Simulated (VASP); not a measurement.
# Fe (P6_3/mmc) in VASP: single point with PBE

Aim: the single point of Fe with PBE.

Everything below comes from runs of VASP 6.6.1. Logs are shortened: lines on timing, memory, paths and dates and some standing lists are left out, and cuts for length are marked.

**1. The cell of the first run**

The structure is hexagonal, space group P6_3/mmc (No. 194). Conventional cell: a = 2.347 Å, b = 2.347 Å, c = 3.797 Å, α = 90.00°, β = 90.00°, γ = 120.00°. Within 3.1 Å of Fe (site symmetry -6m2) lie 12 Fe at 2.33 to 2.35 Å.

**2. Single point, PBE, collinear spin, ferromagnetic start**

INCAR

```
SYSTEM = Fe
PREC = Accurate ; ENCUT = 520
EDIFF = 1E-6 ; ISMEAR = -1
SIGMA = 0.05 ; LREAL = .FALSE.
LASPH = .TRUE. ; NELM = 150
ALGO = Normal ; ISIF = 2
LWAVE = .FALSE. ; LCHARG = .FALSE.
ISPIN = 2 ; MAGMOM = 3 3
LORBIT = 11 ; LMAXMIX = 4
GGA = PE ; NBANDS = 19
```

KPOINTS

```
Automatic mesh
0
G
  10 10 6
  0 0 0
```

POSCAR

```
Fe
1.0
    2.3470000000      0.0000000000      0.0000000000
   -1.1735000000      2.0325616227      0.0000000000
    0.0000000000      0.0000000000      3.7970000000
Fe
2
Direct
    0.3333333333      0.6666666667      0.2500000000
    0.6666666667      0.3333333333      0.7500000000
```

Potentials or basis: VASP PAW PBE potentials, release 64 (Fe).

On the command line:

```sh
$ cat potpaw_PBE.64/Fe/POTCAR > POTCAR
$ mpirun -np 1 vasp_std > vasp.out
```

OUTCAR:

```text
SYSTEM = Fe
   PREC = Accurate
   ENCUT = 520
   EDIFF = 1E-6
   ISMEAR = -1
   LREAL = .FALSE.
   LASPH = .TRUE.
   NELM = 150
   ISIF = 2
   ISPIN = 2
   LORBIT = 11
   GGA = PE

 ion  position               nearest neighbor table
   1  0.333  0.667  0.250-   2 2.33   2 2.33   2 2.33   2 2.33   2 2.33   2 2.33
   2  0.667  0.333  0.750-   1 2.33   1 2.33   1 2.33   1 2.33   1 2.33   1 2.33

  LATTYP: Found a hexagonal cell.
 ALAT       =     2.3470000000
 C/A-ratio  =     1.6178099702

  Lattice vectors:

 A1 = (   2.3470000000,   0.0000000000,   0.0000000000)
 A2 = (  -1.1735000000,   2.0325616227,   0.0000000000)
 A3 = (   0.0000000000,   0.0000000000,   3.7970000000)

Analysis of symmetry for initial positions (statically):
=====================================================================
 Subroutine PRICEL returns:
 Original cell was already a primitive cell.

 Routine SETGRP: Setting up the symmetry group for a
 hexagonal supercell.

 Subroutine GETGRP returns: Found 24 space group operations
 (whereof 12 operations were pure point group operations)
 out of a pool of 24 trial point group operations.

The static configuration has the point symmetry D_3d.
 The point group associated with its full space group is D_6h.

Analysis of symmetry for dynamics (positions and initial velocities):
=====================================================================
 Subroutine PRICEL returns:
 Original cell was already a primitive cell.

 Routine SETGRP: Setting up the symmetry group for a
 hexagonal supercell.

 Subroutine GETGRP returns: Found 24 space group operations
 (whereof 12 operations were pure point group operations)
 out of a pool of 24 trial point group operations.

The dynamic configuration has the point symmetry D_3d.
 The point group associated with its full space group is D_6h.

Analysis of structural, dynamic, and magnetic symmetry:
=====================================================================
 Subroutine PRICEL returns:
 Original cell was already a primitive cell.

 Routine SETGRP: Setting up the symmetry group for a
 hexagonal supercell.

 Subroutine GETGRP returns: Found 24 space group operations
 (whereof 12 operations were pure point group operations)
 out of a pool of 24 trial point group operations.

The overall configuration has the point symmetry D_3d.
 The point group associated with its full space group is D_6h.

 Subroutine INISYM returns: Found 24 space group operations
 (whereof 12 operations are pure point group operations),
 and found     1 'primitive' translations

----------------------------------------------------------------------------------------

                                     Primitive cell

  volume of cell :      18.1133

  direct lattice vectors                    reciprocal lattice vectors
     2.347000000  0.000000000  0.000000000     0.426075841  0.245995002  0.000000000
    -1.173500000  2.032561623  0.000000000     0.000000000  0.491990004  0.000000000
     0.000000000  0.000000000  3.797000000     0.000000000  0.000000000  0.263365815

  length of vectors
     2.347000000  2.347000000  3.797000000     0.491990004  0.491990004  0.263365815

  position of ions in fractional coordinates (direct lattice)
     0.333333333  0.666666667  0.250000000
     0.666666667  0.333333333  0.750000000

  ion indices of the primitive-cell ions
   primitive index   ion index
                 1           1
                 2           2

----------------------------------------------------------------------------------------

 KPOINTS: Automatic mesh

Automatic generation of k-mesh.
 Grid dimensions read from file:
 generate k-points for:   10   10    6

 Generating k-lattice:

  Cartesian coordinates                     Fractional coordinates (reciprocal lattice)
     0.042607584  0.024599500  0.000000000     0.100000000  0.000000000  0.000000000
     0.000000000  0.049199000  0.000000000     0.000000000  0.100000000  0.000000000
     0.000000000  0.000000000  0.043894303     0.000000000  0.000000000  0.166666667

  Length of vectors
     0.049199000  0.049199000  0.043894303

  Shift w.r.t. Gamma in fractional coordinates (k-lattice)
     0.000000000  0.000000000  0.000000000

 Subroutine IBZKPT returns following result:
 ===========================================

 Found     56 irreducible k-points:

 Following reciprocal coordinates:
            Coordinates               Weight
  0.000000  0.000000  0.000000      1.000000
  0.100000  0.000000  0.000000      6.000000
  0.200000  0.000000  0.000000      6.000000
  0.300000 -0.000000  0.000000      6.000000
  0.400000 -0.000000  0.000000      6.000000
  0.500000 -0.000000  0.000000      3.000000
[... 16 lines left out ...]
  0.300000  0.100000  0.166667     24.000000
  0.400000  0.100000  0.166667     24.000000
 [... further k-points ...]
   k-points           NKPTS =     56   k-points in BZ     NKDIM =     56   number of bands    NBANDS=     19
   number of dos      NEDOS =    301   number of ions     NIONS =      2
   total plane-waves  NPLWV =   9072
   dimension x,y,z NGX =    18 NGY =   18 NGZ =   28
   dimension x,y,z NGXF=    36 NGYF=   36 NGZF=   56
   ions per type =               2
   NGX,Y,Z   is equivalent  to a cutoff of  12.75, 12.75, 12.26 a.u.
   NGXF,Y,Z  is equivalent  to a cutoff of  25.50, 25.50, 24.52 a.u.
 SYSTEM =  Fe
   PREC   = accura    normal or accurate (medium, high low for compatibility)
   ISTART =      0    job   : 0-new  1-cont  2-samecut
   ICHARG =      2    charge: 1-file 2-atom 10-const
   ISPIN  =      2    spin polarized calculation?
   LNONCOLLINEAR =      F non collinear calculations
   LSORBIT =      F    spin-orbit coupling
   LASPH  =      T    aspherical Exc in radial PAW
   ENCUT  =  520.0 eV  38.22 Ry    6.18 a.u.   4.36  4.36  7.06*2*pi/ulx,y,z
   NELM   =    150;   NELMIN=  2; NELMDL= -5     # of ELM steps
   EDIFF  = 0.1E-05   stopping-criterion for ELM
   LREAL  =      F    real-space projection
   EDIFFG = 0.1E-04   stopping-criterion for IOM
   NSW    =      0    number of steps for IOM
   IBRION =     -1    ionic relax: 0-MD 1-quasi-New 2-CG
   NFREE  =      0    steps in history (QN), initial steepest desc. (CG)
   ISIF   =      2    stress and relaxation
   ISYM   =      2    0-nonsym 1-usesym 2-fastsym
   POTIM  = 0.5000    time-step for ionic-motion
   TEBEG  =    0.0;   TEEND  =   0.0 temperature during run
   PSTRESS=    0.0 pullay stress
   NELECT =      16.0000    total number of electrons
   NUPDOWN=      -1.0000    fix difference up-down
   EMIN   =  10.00;   EMAX   =-10.00  energy-range for DOS
   EFERMI =   0.00;   METHOD = LEGACY
   ISMEAR =    -1;   SIGMA  =   0.05  broadening in eV -4-tet -1-fermi 0-gaus
   EFERMI_NEDOS =   21; number of points for ismear=-14 and -15
   IALGO  =     38    algorithm
   IMIX   =      4    mixing-type and parameters
     AMIX     =   0.40;   BMIX     =  1.00
     AMIX_MAG =   1.60;   BMIX_MAG =  1.00
  volume/ion in A,a.u.               =       9.06        61.12
  Fermi-wavevector in a.u.,A,eV,Ry     =   1.570781  2.968346 33.570383  2.467354
  Thomas-Fermi vector in A             =   2.672463
   LORBIT       =     11    0 simple, 1 ext, 2 COOP (PROOUT), +10 PAW based schemes
   GGA     = PE    functional components
   LHFCALC =     F    Hartree Fock is set to
   AEXX    =    0.0000 exact exchange contribution
   IVDW    =     0    specifies the selected vdW correction
   LEPSILON=     F    determine dielectric tensor
   LRPA    =     F    only Hartree local field effects (RPA)
 spin polarized calculation
  energy-cutoff  :      520.00
  volume of cell :       18.11
 maximum number of plane-waves:       513
 NGX is ok and might be reduce to    18
   NGX =  9   NGY =  9   NGZ = 15

 number of electron      15.9999993 magnetization       0.0011239

 Free energy of the ion-electron system (eV)
  ---------------------------------------------------
  ext. energy  EPLUGINS =         0.00000000
  ---------------------------------------------------
  free energy    TOTEN  =       -16.01461194 eV

  energy without entropy =      -15.99216898  energy(sigma->0) =      -16.00339046

 E-fermi :   8.3549     XC(G=0): -14.4953

 val. band max:        8.3413839700   @ k =   0.3000  -0.0000   0.0000
 cond. band min:       8.3668823785   @ k =   0.3000   0.1000   0.1667
 fundamental gap:      0.0254984085
 Fermi energy:         8.3548729046

 spin component 1

 k-point     1 :       0.0000    0.0000    0.0000
  band No.  band energies     occupation
      1      -1.2738      1.00000
      2       2.6504      1.00000
      3       6.3529      1.00000
      4       6.3925      1.00000
      5       6.3925      1.00000
      6       6.9098      1.00000
[... 11 lines left out ...]
     18      37.3650      0.00000
     19      38.0851      0.00000
[... 485 lines left out ...]
 k-point    24 :       0.4000    0.1000    0.1667
  band No.  band energies     occupation
      1       2.9287      1.00000
      2       3.3583      1.00000
      3       4.2437      1.00000
      4       4.9951      1.00000
      5       6.1098      1.00000
      6       7.0469      1.00000
[... 11 lines left out ...]
     18      30.5415      0.00000
     19      36.1764      0.00000

 [... further k-points ...]

 spin component 2

 k-point     1 :       0.0000    0.0000    0.0000
  band No.  band energies     occupation
      1      -1.2738      1.00000
      2       2.6508      1.00000
      3       6.3534      1.00000
      4       6.3931      1.00000
      5       6.3931      1.00000
      6       6.9104      1.00000
[... 11 lines left out ...]
     18      37.3652      0.00000
     19      38.0853      0.00000
[... 485 lines left out ...]
 k-point    24 :       0.4000    0.1000    0.1667
  band No.  band energies     occupation
      1       2.9290      1.00000
      2       3.3587      1.00000
      3       4.2440      1.00000
      4       4.9955      1.00000
      5       6.1102      1.00000
      6       7.0474      1.00000
[... 11 lines left out ...]
     18      30.5416      0.00000
     19      36.1765      0.00000

 [... further k-points ...]
[... 5 lines left out ...]
  --------------------------------------------------------------------------------------
  -------------------------------------------------------------------------------------
  Total        5.5940115      5.5940115      3.8253285     -0.0000000      0.0000000      0.0000000
  in kB      494.8077870    494.8077870    338.3622554     -0.0000000      0.0000000      0.0000000
  external PRESSURE =     442.6592765 kB  Pullay stress =       0.0000000 kB

 VOLUME and BASIS-vectors are now :
 -----------------------------------------------------------------------------
  energy-cutoff  :      520.00
  volume of cell :       18.11
      direct lattice vectors                 reciprocal lattice vectors
     2.347000000  0.000000000  0.000000000     0.426075841  0.245995002  0.000000000
    -1.173500000  2.032561623  0.000000000     0.000000000  0.491990004  0.000000000
     0.000000000  0.000000000  3.797000000     0.000000000  0.000000000  0.263365815

 POSITION                                       TOTAL-FORCE (eV/Angst)
 -----------------------------------------------------------------------------------
     -0.00000      1.35504      0.94925         0.000000     -0.000000      0.000000
      1.17350      0.67752      2.84775        -0.000000      0.000000      0.000000
 -----------------------------------------------------------------------------------
    total drift:                                0.000000     -0.000000     -0.000000

  FREE ENERGIE OF THE ION-ELECTRON SYSTEM (eV)
  ---------------------------------------------------
  free  energy   TOTEN  =       -16.0146119356 eV

  energy  without entropy=      -15.9921689850  energy(sigma->0) =      -16.00339046

 total charge

# of ion       s       p       d       tot
------------------------------------------
    1        0.600   0.767   6.479   7.846
    2        0.600   0.767   6.479   7.846
--------------------------------------------------
tot          1.200   1.533  12.958  15.692

 magnetization (x)

# of ion       s       p       d       tot
------------------------------------------
    1       -0.000  -0.000   0.000   0.000
    2       -0.000  -0.000   0.000   0.000
--------------------------------------------------
tot         -0.000  -0.000   0.001   0.001
```

It took 24 s on 1 thread of Intel Xeon Platinum 8488C (Sapphire Rapids), shared host; peak memory 0.14 GiB.

Results:

```
Free energy                                           : -16.0146 eV
Pressure                                              : 44.3 GPa
Band gap on the k mesh                                : zero (filled and empty bands overlap)
Net moment                                            : 0.00 μB per cell
Valence electrons inside the program's atomic spheres : Fe 7.85
```

Caveat: the starting moments collapsed, and a magnetic state may lie lower.
